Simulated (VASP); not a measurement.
# Mg3Se (P4/mmm) in VASP: further runs, part 2 of 2

VASP 6.6.1. Earlier steps stand in the parts before.

### Step 4. Relaxation of cell and atoms, PBE

The input, INCAR:

```
SYSTEM = Mg3Se
PREC     = Accurate       ! precision mode
ENCUT    = 600            ! plane-wave cutoff, eV
EDIFF    = 1E-7           ! SCF threshold, eV
ISMEAR   = 0              ! smearing method
SIGMA    = 0.1            ! smearing width, eV
LREAL    = .FALSE.        ! projectors in reciprocal space
LASPH    = .TRUE.         ! aspherical terms in the spheres
NELM     = 80             ! most SCF steps
ALGO     = Normal         ! electronic algorithm
ISIF     = 3              ! what is computed and relaxed
LWAVE    = .FALSE.        ! write WAVECAR
LCHARG   = .FALSE.        ! write CHGCAR
GGA      = PE             ! functional
IBRION   = 2              ! ionic algorithm
NSW      = 90             ! ionic steps
EDIFFG   = -0.04          ! ionic threshold
```

The input, KPOINTS:

```
Automatic mesh
0
G
  4 4 4
  0 0 0
```

The input, POSCAR:

```
Mg3Se
1.0
    4.5365868400      0.0000000000      0.0000000000
    0.0000000000      4.5365868400      0.0000000000
    0.0000000000      0.0000000000      4.4046882700
Mg Se
3 1
Direct
    0.0000000000      0.5000000000      0.0000000000
    0.5000000000      0.0000000000      0.0000000000
    0.0000000000      0.0000000000      0.0000000000
    0.5000000000      0.5000000000      0.0000000000
```

Potentials or basis: VASP PAW PBE potentials, release 64 (Mg, Se).

Launch:

```sh
> cat potpaw_PBE.64/Mg/POTCAR potpaw_PBE.64/Se/POTCAR > POTCAR
> mpirun -np 1 vasp_std > vasp.out
```

OUTCAR:

```text
SYSTEM = Mg3Se
   PREC = Accurate
   ENCUT = 600
   EDIFF = 1E-7
   ISMEAR = 0
   LREAL = .FALSE.
   LASPH = .TRUE.
   NELM = 80
   ISIF = 3
   GGA = PE
   IBRION = 2
   NSW = 90
   EDIFFG = -0.04

 ion  position               nearest neighbor table
   1  0.000  0.500  0.000-   3 2.27   4 2.27   3 2.27   4 2.27   2 3.21   2 3.21   2 3.21   2 3.21

   2  0.500  0.000  0.000-   3 2.27   4 2.27   4 2.27   3 2.27   1 3.21   1 3.21   1 3.21   1 3.21

   3  0.000  0.000  0.000-   1 2.27   2 2.27   1 2.27   2 2.27   4 3.21   4 3.21   4 3.21   4 3.21

   4  0.500  0.500  0.000-   1 2.27   2 2.27   2 2.27   1 2.27   3 3.21   3 3.21   3 3.21   3 3.21

  LATTYP: Found a simple tetragonal cell.
 ALAT       =     4.5365868400
 C/A-ratio  =     0.9709255935

  Lattice vectors:

[... 285 lines left out ...]

  energy  without entropy=       -7.0923279121  energy(sigma->0) =       -7.09750949

[... ionic steps 4 to 14 ...]

--------------------------------------- Ionic step       15  -------------------------------------------

 number of electron      12.0000003 magnetization

------------------------ aborting loop because EDIFF is reached ----------------------------------------
[... 71 lines left out ...]
--------------------------------------- Ionic step       17  -------------------------------------------

 number of electron      11.9999999 magnetization

 Free energy of the ion-electron system (eV)
  ---------------------------------------------------
  ext. energy  EPLUGINS =         0.00000000
  ---------------------------------------------------
  free energy    TOTEN  =        -7.84932375 eV

  energy without entropy =       -7.84169768  energy(sigma->0) =       -7.84551072

 E-fermi :   2.3222     XC(G=0):  -8.4646

 val. band max:        2.1948874852   @ k =   0.5000   0.5000   0.0000
 cond. band min:       2.3396638578   @ k =   0.2500   0.2500   0.5000
 fundamental gap:      0.1447763726
 Fermi energy:         2.3222218278

 k-point     1 :       0.0000    0.0000    0.0000
  band No.  band energies     occupation
      1     -10.8333      2.00000
      2      -2.7105      2.00000
      3      -1.5274      2.00000
      4      -1.5274      2.00000
      5       0.3799      2.00000
      6       2.5804      0.00026
      7       2.5804      0.00026
      8       3.7250      0.00000
      9       4.5167      0.00000
     10       5.4753      0.00000
[... 250 lines left out ...]
  FREE ENERGIE OF THE ION-ELECTRON SYSTEM (eV)
  ---------------------------------------------------
  free  energy   TOTEN  =        -7.8493237483 eV

  energy  without entropy=       -7.8416976850  energy(sigma->0) =       -7.84551072

 reached required accuracy - stopping structural energy minimisation
```

It took 6.7 min on 1 thread of AMD EPYC 7R13, shared host; peak memory 0.2 GiB.

What came out:

| Item | Value |
| --- | --- |
| Free energy | -7.8493 eV |
| Relaxed volume | 25.10 Å³/atom |
| Relaxed cell | a = 5.770 Å, b = 5.770 Å, c = 3.016 Å, α = 90.00°, β = 90.00°, γ = 90.00° |
| Space group after relaxing (to 0.1 Å) | P4/mmm (No. 123) |
| Energy gained by relaxing | 1552.9 meV/atom |
| Ionic steps | 17 |
| Pressure after relaxing | 0.1 GPa |
| Band gap on the k mesh | zero (bands 6 and 7 overlap by 1.03 eV) |

The path:
```
step  energy change (eV)  largest force (eV/Å)  pressure (GPa)  volume (Å³)
   1              0.0000                0.0000           33.11        90.65
   2             -5.0321                0.0000           -3.56       161.57
   3             -5.4648                0.0000           -0.07       135.60
   4             -5.4709                0.0000           -0.82       138.95
   5             -5.4718                0.0000           -0.59       137.90
   6             -5.4988                0.0000           -0.70       135.52
   7             -5.5883                0.0000           -0.79       128.39
   8             -5.7406                0.0000           -0.19       114.15
   9             -5.7478                0.0000            7.43        85.74
  10             -5.8147                0.0000            0.02       110.08
  11             -6.1505                0.0000            1.53        97.90
  12             -6.1515                0.0000            2.76        93.46
  13             -6.1604                0.0000            2.04        95.92
  14             -6.1805                0.0000            1.90        95.51
  15             -6.1818                0.0000            1.90        95.37
  16             -6.1947                0.0000            1.40        96.64
  17             -6.2114                0.0000            0.10       100.40
```

Final structure:
```xyz
4
Lattice="5.7700 0.0000 0.0000 0.0000 5.7700 0.0000 0.0000 0.0000 3.0157" Properties=species:S:1:pos:R:3 pbc="T T T"
Mg    0.0000    2.8850    0.0000
Mg    2.8850    0.0000    0.0000
Mg    0.0000    0.0000    0.0000
Se    2.8850    2.8850    0.0000
```

Levels at points of the mesh, in eV from the Fermi level:
| k point | band 4 | band 5 | band 6 | band 7 | band 8 | band 9 |
| --- | --- | --- | --- | --- | --- | --- |
| (0.00, 0.00, 0.00) | -3.85 | -1.94 | 0.26 | 0.26 | 1.40 | 2.19 |
| (0.50, 0.00, 0.00) | -3.11 | -2.27 | -0.79 | 0.88 | 2.20 | 2.78 |
| (0.50, 0.50, 0.00) | -4.13 | -0.13 | -0.13 | 1.98 | 2.21 | 3.72 |
| (0.00, 0.00, 0.50) | -2.06 | -1.14 | -0.63 | 1.70 | 2.43 | 3.19 |
| (0.50, 0.00, 0.50) | -1.97 | -0.95 | 0.69 | 0.81 | 1.01 | 2.33 |
| (0.50, 0.50, 0.50) | -2.61 | -0.36 | 0.02 | 0.16 | 0.16 | 2.75 |

Caveat: a cell axis changed by over 15 % at a fixed basis, so the end point is rough.

### Step 5. The runs side by side

| task | cell | cutoff (eV) | gap on the mesh (eV) | pressure (GPa) |
| --- | --- | --- | --- | --- |
| single point | a = 4.537, b = 4.537, c = 4.405 Å, 4 atoms | 520 | none | 33.1 |
| single point | a = 5.790, b = 5.790, c = 3.011 Å, 4 atoms | 520 | none | -0.1 |
| relaxation of cell and atoms | relaxed from a = 4.537, b = 4.537, c = 4.405 Å, 4 atoms | 600 | none | 0.1 |

Alike in all rows: level PBE; potentials or basis VASP PAW PBE potentials, release 64 (Mg, Se); no spin polarisation; k mesh 4 × 4 × 4; smearing gaussian 0.1 eV.

Caveats: some runs use coarse meshes; the cell stands under pressure (at least some runs); a cell axis changed by over 15 % at a fixed basis, so the end point is rough (at least some runs).

Absolute energies hang on the potentials; compare differences alone.
